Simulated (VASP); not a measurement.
# Nb (P6/mmm) in VASP: further runs, part 2 of 2

VASP 6.6.1.

### Step 4. Single point, LDA (volume scaled by 0.92)

Contents of INCAR:

```
ALGO = Normal
EDIFF = 1E-7
ENCUT = 520
ISIF = 2
ISMEAR = -1
LASPH = True
LCHARG = False
LREAL = False
LWAVE = False
NBANDS = 26
NELM = 80
PREC = Accurate
SIGMA = 0.1
```

Contents of KPOINTS:

```
k-points
0
Gamma
  9 9 13
```

Contents of POSCAR:

```
Nb
1.0
    4.6609501270      0.0000000000      0.0000000000
   -2.3304750635      4.0365012158      0.0000000000
    0.0000000000      0.0000000000      2.5619985070
Nb
3
Direct
    0.0000000000      0.0000000000      0.0000000000
    0.3333333333      0.6666666667      0.5000000000
    0.6666666667      0.3333333333      0.5000000000
```

Potentials or basis: VASP PAW LDA potentials, release 64 (Nb_sv).

Run with:

```
$ cat potpaw_LDA.64/Nb_sv/POTCAR > POTCAR
$ mpirun -np 1 vasp_std > vasp.out
```

OUTCAR:

```text
EDIFF = 1E-7
   ENCUT = 520
   ISIF = 2
   ISMEAR = -1
   LASPH = True
   LREAL = False
   NELM = 80
   PREC = Accurate

 ion  position               nearest neighbor table
   1  0.000  0.000  0.000-   2 2.98   3 2.98   2 2.98   3 2.98   3 2.98   3 2.98   2 2.98   2 2.98
                             3 2.98   3 2.98   2 2.98   2 2.98
   2  0.333  0.667  0.500-   3 2.69   3 2.69   3 2.69   1 2.98   1 2.98   1 2.98   1 2.98   1 2.98
                             1 2.98
   3  0.667  0.333  0.500-   2 2.69   2 2.69   2 2.69   1 2.98   1 2.98   1 2.98   1 2.98   1 2.98
                             1 2.98

  LATTYP: Found a hexagonal cell.
 ALAT       =     4.6609501270
 C/A-ratio  =     0.5496730146

  Lattice vectors:

 A1 = (   4.6609501270,   0.0000000000,   0.0000000000)
 A2 = (  -2.3304750635,   4.0365012158,   0.0000000000)
 A3 = (   0.0000000000,   0.0000000000,   2.5619985070)

Analysis of symmetry for initial positions (statically):
=====================================================================
 Subroutine PRICEL returns:
 Original cell was already a primitive cell.

 Routine SETGRP: Setting up the symmetry group for a
 hexagonal supercell.

 Subroutine GETGRP returns: Found 24 space group operations
 (whereof 24 operations were pure point group operations)
 out of a pool of 24 trial point group operations.

The static configuration has the point symmetry D_6h.

Analysis of symmetry for dynamics (positions and initial velocities):
=====================================================================
 Subroutine PRICEL returns:
 Original cell was already a primitive cell.

 Routine SETGRP: Setting up the symmetry group for a
 hexagonal supercell.

 Subroutine GETGRP returns: Found 24 space group operations
 (whereof 24 operations were pure point group operations)
 out of a pool of 24 trial point group operations.

The dynamic configuration has the point symmetry D_6h.

 Subroutine INISYM returns: Found 24 space group operations
 (whereof 24 operations are pure point group operations),
 and found     1 'primitive' translations

----------------------------------------------------------------------------------------

                                     Primitive cell

  volume of cell :      48.2013

  direct lattice vectors                    reciprocal lattice vectors
     4.660950127  0.000000000  0.000000000     0.214548530  0.123869652  0.000000000
    -2.330475064  4.036501216  0.000000000     0.000000000  0.247739304  0.000000000
     0.000000000  0.000000000  2.561998507     0.000000000  0.000000000  0.390320290

  length of vectors
     4.660950127  4.660950127  2.561998507     0.247739304  0.247739304  0.390320290

  position of ions in fractional coordinates (direct lattice)
     0.000000000  0.000000000  0.000000000
     0.333333333  0.666666667  0.500000000
     0.666666667  0.333333333  0.500000000

  ion indices of the primitive-cell ions
   primitive index   ion index
                 1           1
                 2           2
                 3           3

----------------------------------------------------------------------------------------

 KPOINTS: k-points

Automatic generation of k-mesh.
 Grid dimensions read from file:
 generate k-points for:    9    9   13

 Generating k-lattice:

  Cartesian coordinates                     Fractional coordinates (reciprocal lattice)
     0.023838726  0.013763295  0.000000000     0.111111111  0.000000000  0.000000000
     0.000000000  0.027526589  0.000000000     0.000000000  0.111111111  0.000000000
     0.000000000  0.000000000  0.030024638     0.000000000  0.000000000  0.076923077

  Length of vectors
     0.027526589  0.027526589  0.030024638

  Shift w.r.t. Gamma in fractional coordinates (k-lattice)
     0.000000000  0.000000000  0.000000000

 Subroutine IBZKPT returns following result:
 ===========================================

 Found     84 irreducible k-points:

 Following reciprocal coordinates:
            Coordinates               Weight
  0.000000  0.000000  0.000000      1.000000
  0.111111  0.000000  0.000000      6.000000
  0.222222  0.000000  0.000000      6.000000
  0.333333 -0.000000  0.000000      6.000000
  0.444444  0.000000  0.000000      6.000000
  0.111111  0.111111  0.000000      6.000000
[... 16 lines left out ...]
  0.333333  0.222222  0.076923     24.000000
  0.333333  0.333333  0.076923      4.000000
 [... further k-points ...]
   k-points           NKPTS =     84   k-points in BZ     NKDIM =     84   number of bands    NBANDS=     26
   number of dos      NEDOS =    301   number of ions     NIONS =      3
   total plane-waves  NPLWV =  25920
   dimension x,y,z NGX =    36 NGY =   36 NGZ =   20
   dimension x,y,z NGXF=    72 NGYF=   72 NGZF=   40
   ions per type =               3
   NGX,Y,Z   is equivalent  to a cutoff of  12.84, 12.84, 12.98 a.u.
   NGXF,Y,Z  is equivalent  to a cutoff of  25.68, 25.68, 25.96 a.u.
 SYSTEM =  unknown system
   PREC   = accura    normal or accurate (medium, high low for compatibility)
   ISTART =      0    job   : 0-new  1-cont  2-samecut
   ICHARG =      2    charge: 1-file 2-atom 10-const
   ISPIN  =      1    spin polarized calculation?
   LNONCOLLINEAR =      F non collinear calculations
   LSORBIT =      F    spin-orbit coupling
   LASPH  =      T    aspherical Exc in radial PAW
   ENCUT  =  520.0 eV  38.22 Ry    6.18 a.u.   8.67  8.67  4.76*2*pi/ulx,y,z
   NELM   =     80;   NELMIN=  2; NELMDL= -5     # of ELM steps
   EDIFF  = 0.1E-06   stopping-criterion for ELM
   LREAL  =      F    real-space projection
   EDIFFG = 0.1E-05   stopping-criterion for IOM
   NSW    =      0    number of steps for IOM
   IBRION =     -1    ionic relax: 0-MD 1-quasi-New 2-CG
   NFREE  =      0    steps in history (QN), initial steepest desc. (CG)
   ISIF   =      2    stress and relaxation
   ISYM   =      2    0-nonsym 1-usesym 2-fastsym
   POTIM  = 0.5000    time-step for ionic-motion
   TEBEG  =    0.0;   TEEND  =   0.0 temperature during run
   PSTRESS=    0.0 pullay stress
   NELECT =      39.0000    total number of electrons
   NUPDOWN=      -1.0000    fix difference up-down
   EMIN   =  10.00;   EMAX   =-10.00  energy-range for DOS
   EFERMI =   0.00;   METHOD = LEGACY
   ISMEAR =    -1;   SIGMA  =   0.10  broadening in eV -4-tet -1-fermi 0-gaus
   EFERMI_NEDOS =   21; number of points for ismear=-14 and -15
   IALGO  =     38    algorithm
   IMIX   =      4    mixing-type and parameters
     AMIX     =   0.40;   BMIX     =  1.00
     AMIX_MAG =   1.60;   BMIX_MAG =  1.00
  volume/ion in A,a.u.               =      16.07       108.43
  Fermi-wavevector in a.u.,A,eV,Ry     =   1.525493  2.882764 31.662512  2.327129
  Thomas-Fermi vector in A             =   2.633656
   LORBIT       =      0    0 simple, 1 ext, 2 COOP (PROOUT), +10 PAW based schemes
   GGA     = CA    functional components
   LHFCALC =     F    Hartree Fock is set to
   AEXX    =    0.0000 exact exchange contribution
   IVDW    =     0    specifies the selected vdW correction
   LEPSILON=     F    determine dielectric tensor
   LRPA    =     F    only Hartree local field effects (RPA)
 non-spin polarized calculation
  energy-cutoff  :      520.00
  volume of cell :       48.20
 maximum number of plane-waves:      1324
 NGX is ok and might be reduce to    36
   NGX = 17   NGY = 17   NGZ =  9

 number of electron      39.0000001 magnetization

 Free energy of the ion-electron system (eV)
  ---------------------------------------------------
  ext. energy  EPLUGINS =         0.00000000
  ---------------------------------------------------
  free energy    TOTEN  =       -32.95182059 eV

  energy without entropy =      -32.86885434  energy(sigma->0) =      -32.91033747

 E-fermi :  12.8699     XC(G=0): -13.2997

 val. band max:       12.8694559290   @ k =   0.2222   0.1111   0.1538
 cond. band min:      12.8718032881   @ k =   0.3333   0.3333   0.0000
 fundamental gap:      0.0023473590
 Fermi energy:        12.8699177664

 k-point     1 :       0.0000    0.0000    0.0000
  band No.  band energies     occupation
      1     -41.3939      2.00000
      2     -41.0412      2.00000
      3     -40.9904      2.00000
      4     -18.0377      2.00000
      5     -18.0377      2.00000
      6     -17.7223      2.00000
[... 685 lines left out ...]
     25      16.8430      0.00000
     26      16.8464      0.00000

 [... further k-points ...]

------------------------ aborting loop because EDIFF is reached ----------------------------------------

  FORCE on cell =-STRESS in cart. coord.  units (eV):
  Direction    XX          YY          ZZ          XY          YZ          ZX
  --------------------------------------------------------------------------------------
  -------------------------------------------------------------------------------------
  Total        5.3439296      5.3439296      5.6941641      0.0000000     -0.0000000     -0.0000000
  in kB      177.6285995    177.6285995    189.2701578      0.0000000     -0.0000000     -0.0000000
  external PRESSURE =     181.5091190 kB  Pullay stress =       0.0000000 kB

 VOLUME and BASIS-vectors are now :
 -----------------------------------------------------------------------------
  energy-cutoff  :      520.00
  volume of cell :       48.20
      direct lattice vectors                 reciprocal lattice vectors
     4.660950127  0.000000000  0.000000000     0.214548530  0.123869652  0.000000000
    -2.330475064  4.036501216  0.000000000     0.000000000  0.247739304  0.000000000
     0.000000000  0.000000000  2.561998507     0.000000000  0.000000000  0.390320290

 POSITION                                       TOTAL-FORCE (eV/Angst)
 -----------------------------------------------------------------------------------
      0.00000      0.00000      0.00000         0.000000      0.000000      0.000000
     -0.00000      2.69100      1.28100         0.000000     -0.000000     -0.000000
      2.33048      1.34550      1.28100        -0.000000      0.000000      0.000000
 -----------------------------------------------------------------------------------
    total drift:                                0.000000      0.000000     -0.000000

  FREE ENERGIE OF THE ION-ELECTRON SYSTEM (eV)
  ---------------------------------------------------
  free  energy   TOTEN  =       -32.9518205936 eV

  energy  without entropy=      -32.8688543393  energy(sigma->0) =      -32.91033747
```

Wall time 86 s (1 thread of Intel Xeon Platinum 8259CL at 2.50GHz (Skylake/Cascade Lake), shared host); peak memory 0.2 GiB.

What came out:

* Free energy: -32.9518 eV
* Pressure: 18.2 GPa

### Step 5. Single point, LDA (volume scaled by 0.96)

Contents of INCAR:

```
SYSTEM = Nb
PREC = Accurate
ENCUT = 520
EDIFF = 1E-7
ISMEAR = -1
SIGMA = 0.1
LREAL = .False.
LASPH = .True.
NELM = 60
ALGO = Normal
ISIF = 2
LWAVE = .False.
LCHARG = .False.
NBANDS = 26
```

Contents of KPOINTS:

```
Automatic mesh
0
Gamma
  9 9 13
  0 0 0
```

Contents of POSCAR:

```
Nb
1.0
    4.7275441260      0.0000000000      0.0000000000
   -2.3637720630      4.0941733106      0.0000000000
    0.0000000000      0.0000000000      2.5986034312
Nb
3
Direct
    0.0000000000      0.0000000000      0.0000000000
    0.3333333333      0.6666666667      0.5000000000
    0.6666666667      0.3333333333      0.5000000000
```

Run with:

```
$ cat potpaw_LDA.64/Nb_sv/POTCAR > POTCAR
$ mpirun -np 1 vasp_std > vasp.out
```

Wall time 86 s (1 thread of Intel Xeon Platinum 8259CL at 2.50GHz (Skylake/Cascade Lake), shared host); peak memory 0.2 GiB.

The run converged. Its results:

```yaml
Free_energy: -33.1240 eV
Pressure: 8.2 GPa
```

Levels at points of the mesh, in eV from the Fermi level:
```csv
k point,band 16,band 17,band 18,band 19,band 20,band 21,band 22,band 23,band 24,band 25
"(0.00, 0.00, 0.00)",-1.21,-1.21,-1.21,-1.21,-1.13,0.59,0.59,3.17,3.17,3.20
```

### Step 6. Single point, LDA

Contents of INCAR:

```
SYSTEM = Nb
PREC = Accurate
ENCUT = 520
EDIFF = 1E-7
ISMEAR = -1
SIGMA = 0.1
LREAL = .False.
LASPH = .True.
NELM = 100
ALGO = Normal
ISIF = 2
LWAVE = .False.
LCHARG = .True.
LELF = .True.
LVHAR = .True.
NBANDS = 26
```

KPOINTS is that of step 5.

Contents of POSCAR:

```
Nb
1.0
    4.7923130529      0.0000000000      0.0000000000
   -2.3961565265      4.1502648467      0.0000000000
    0.0000000000      0.0000000000      2.6342051625
Nb
3
Direct
    0.0000000000      0.0000000000      0.0000000000
    0.3333333333      0.6666666667      0.5000000000
    0.6666666667      0.3333333333      0.5000000000
```

Potentials or basis: VASP PAW LDA potentials, release 64 (Nb_sv).

Run with:

```
$ cat potpaw_LDA.64/Nb_sv/POTCAR > POTCAR
$ mpirun -np 1 vasp_std > vasp.out
```

OUTCAR:

```text
SYSTEM = Nb
   PREC = Accurate
   ENCUT = 520
   EDIFF = 1E-7
   ISMEAR = -1
   LREAL = .False.
   LASPH = .True.
   NELM = 100
   ISIF = 2

 ion  position               nearest neighbor table
   1  0.000  0.000  0.000-
   2  0.333  0.667  0.500-   3 2.77   3 2.77   3 2.77
   3  0.667  0.333  0.500-   2 2.77   2 2.77   2 2.77

  LATTYP: Found a hexagonal cell.
 ALAT       =     4.7923130529
 C/A-ratio  =     0.5496730146

  Lattice vectors:

 A1 = (   4.7923130529,   0.0000000000,   0.0000000000)
 A2 = (  -2.3961565265,   4.1502648467,   0.0000000000)
 A3 = (   0.0000000000,   0.0000000000,   2.6342051625)

Analysis of symmetry for initial positions (statically):
=====================================================================
 Subroutine PRICEL returns:
 Original cell was already a primitive cell.

 Routine SETGRP: Setting up the symmetry group for a
 hexagonal supercell.

 Subroutine GETGRP returns: Found 24 space group operations
 (whereof 24 operations were pure point group operations)
 out of a pool of 24 trial point group operations.

The static configuration has the point symmetry D_6h.

Analysis of symmetry for dynamics (positions and initial velocities):
=====================================================================
 Subroutine PRICEL returns:
 Original cell was already a primitive cell.

 Routine SETGRP: Setting up the symmetry group for a
 hexagonal supercell.

 Subroutine GETGRP returns: Found 24 space group operations
 (whereof 24 operations were pure point group operations)
 out of a pool of 24 trial point group operations.

The dynamic configuration has the point symmetry D_6h.

 Subroutine INISYM returns: Found 24 space group operations
 (whereof 24 operations are pure point group operations),
 and found     1 'primitive' translations

[... 104 lines left out ...]
   POTIM  = 0.5000    time-step for ionic-motion
   TEBEG  =    0.0;   TEEND  =   0.0 temperature during run
   PSTRESS=    0.0 pullay stress
   NELECT =      39.0000    total number of electrons
   NUPDOWN=      -1.0000    fix difference up-down
   EMIN   =  10.00;   EMAX   =-10.00  energy-range for DOS
   EFERMI =   0.00;   METHOD = LEGACY
   ISMEAR =    -1;   SIGMA  =   0.10  broadening in eV -4-tet -1-fermi 0-gaus
   EFERMI_NEDOS =   21; number of points for ismear=-14 and -15
   IALGO  =     38    algorithm
   IMIX   =      4    mixing-type and parameters
     AMIX     =   0.40;   BMIX     =  1.00
     AMIX_MAG =   1.60;   BMIX_MAG =  1.00
  volume/ion in A,a.u.               =      17.46       117.85
  Fermi-wavevector in a.u.,A,eV,Ry     =   1.483677  2.803744 29.950489  2.201299
  Thomas-Fermi vector in A             =   2.597309
   LORBIT       =      0    0 simple, 1 ext, 2 COOP (PROOUT), +10 PAW based schemes
   GGA     = CA    functional components
   LHFCALC =     F    Hartree Fock is set to
   AEXX    =    0.0000 exact exchange contribution
   IVDW    =     0    specifies the selected vdW correction
   LEPSILON=     F    determine dielectric tensor
   LRPA    =     F    only Hartree local field effects (RPA)
 non-spin polarized calculation
  energy-cutoff  :      520.00
  volume of cell :       52.39
 maximum number of plane-waves:      1437
 NGX is ok and might be reduce to    36
   NGX = 17   NGY = 17   NGZ =  9

 number of electron      39.0000000 magnetization

 Free energy of the ion-electron system (eV)
  ---------------------------------------------------
  ext. energy  EPLUGINS =         0.00000000
  ---------------------------------------------------
  free energy    TOTEN  =       -33.17769785 eV

  energy without entropy =      -33.08385434  energy(sigma->0) =      -33.13077609

 E-fermi :  11.6197     XC(G=0): -12.8604

 val. band max:       11.6186962216   @ k =   0.2222   0.2222   0.3077
 cond. band min:      11.6258545386   @ k =   0.3333   0.1111   0.1538
 fundamental gap:      0.0071583170
 Fermi energy:        11.6197375228

 k-point     1 :       0.0000    0.0000    0.0000
  band No.  band energies     occupation
      1     -42.6690      2.00000
      2     -42.4281      2.00000
      3     -42.3714      2.00000
      4     -19.2182      2.00000
      5     -19.2182      2.00000
      6     -18.9725      2.00000
[... 685 lines left out ...]
     25      15.2475      0.00000
     26      15.2494      0.00000

 [... further k-points ...]
[... 5 lines left out ...]
  --------------------------------------------------------------------------------------
  -------------------------------------------------------------------------------------
  Total        0.1012009      0.1012009     -0.2082528     -0.0000000     -0.0000000      0.0000000
  in kB        3.0947430      3.0947430     -6.3684060     -0.0000000     -0.0000000      0.0000000
  external PRESSURE =      -0.0596400 kB  Pullay stress =       0.0000000 kB

 VOLUME and BASIS-vectors are now :
 -----------------------------------------------------------------------------
  energy-cutoff  :      520.00
  volume of cell :       52.39
      direct lattice vectors                 reciprocal lattice vectors
     4.792313053  0.000000000  0.000000000     0.208667503  0.120474239  0.000000000
    -2.396156526  4.150264847  0.000000000     0.000000000  0.240948478  0.000000000
     0.000000000  0.000000000  2.634205162     0.000000000  0.000000000  0.379621153

 POSITION                                       TOTAL-FORCE (eV/Angst)
 -----------------------------------------------------------------------------------
      0.00000      0.00000      0.00000         0.000000      0.000000     -0.000000
     -0.00000      2.76684      1.31710         0.000000     -0.000000      0.000000
      2.39616      1.38342      1.31710        -0.000000      0.000000     -0.000000
 -----------------------------------------------------------------------------------
    total drift:                                0.000000      0.000000     -0.000000

  FREE ENERGIE OF THE ION-ELECTRON SYSTEM (eV)
  ---------------------------------------------------
  free  energy   TOTEN  =       -33.1776978483 eV

  energy  without entropy=      -33.0838543417  energy(sigma->0) =      -33.13077609
```

Run time: 98 s. Hardware: 1 thread of Intel Xeon Platinum 8259CL at 2.50GHz (Skylake/Cascade Lake), shared host; peak memory 0.2 GiB.

What came out:

```
Free energy : -33.1777 eV
Pressure    : 0.0 GPa
```

Stress tensor (GPa, compression positive):
```
 0.31  0.00  0.00
 0.00  0.31  0.00
 0.00  0.00 -0.64
```

Levels at points of the mesh, in eV from the Fermi level:
| k point | band 18 | band 19 | band 20 | band 21 | band 22 | band 23 |
| --- | --- | --- | --- | --- | --- | --- |
| (0.00, 0.00, 0.00) | -1.19 | -1.19 | -1.07 | 0.60 | 0.60 | 3.06 |

### Step 7. The runs side by side

```tsv
cell	k mesh	gap on the mesh (eV)	pressure (GPa)
a = 4.792, b = 4.792, c = 2.634 Å, angles 90.0, 90.0, 120.0°, 3 atoms	8 × 8 × 11	none	-0.1
a = 4.592, b = 4.592, c = 2.524 Å, angles 90.0, 90.0, 120.0°, 3 atoms	9 × 9 × 13	none	30.3
a = 4.661, b = 4.661, c = 2.562 Å, angles 90.0, 90.0, 120.0°, 3 atoms	9 × 9 × 13	none	18.2
a = 4.728, b = 4.728, c = 2.599 Å, angles 90.0, 90.0, 120.0°, 3 atoms	9 × 9 × 13	none	8.2
a = 4.792, b = 4.792, c = 2.634 Å, angles 90.0, 90.0, 120.0°, 3 atoms	9 × 9 × 13	none	0.0
```

Alike in all rows: task single point; level LDA; potentials or basis VASP PAW LDA potentials, release 64 (Nb_sv); no spin polarisation; cutoff (eV) 520; smearing fermi-dirac 0.1 eV.

Absolute energies hang on the potentials; compare differences alone.
